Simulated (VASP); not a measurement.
Runs of VASP 6.6.1 on YVO4 (zircon). The structure is that of space group I4_1/amd (No. 141), or close to it. The cells are those of the table. 

| task | cell | cutoff (eV) | gap on the mesh (eV) | pressure (GPa) | largest force (eV/Å) |
| --- | --- | --- | --- | --- | --- |
| single point | a = 5.858 Å, angles 106.2, 106.2, 116.3°, 12 atoms | 520 | 2.91 | (b) | 0.25 |
| single point | a = 5.808 Å, angles 106.3, 106.3, 116.1°, 12 atoms | 520 | 2.93 | 5.4 | 0.26 |
| relaxation of cell and atoms | relaxed to 4 GPa from a = 5.858 Å, angles 106.2, 106.2, 116.3°, 12 atoms | 600 | (a) | 4.0 | - |
| relaxation of cell and atoms | relaxed from a = 5.935 Å, angles 106.3, 106.3, 116.0°, 12 atoms | 600 | 2.87 | 0.0 | - |

Alike in all rows: level LDA; potentials or basis VASP PAW LDA potentials, release 64 (Y_sv, V_sv, O); no spin polarisation; k mesh 4 × 4 × 4; smearing gaussian 0.01 eV.

Task: Estimate the missing entries.

Result: (a) 2.90; (b) 1.3.

Caveats: the cell is relaxed towards a set pressure, so the enthalpy falls and the energy may rise (some runs).

A k mesh can miss the band edges, and the runs leave out spin-orbit coupling on Y.
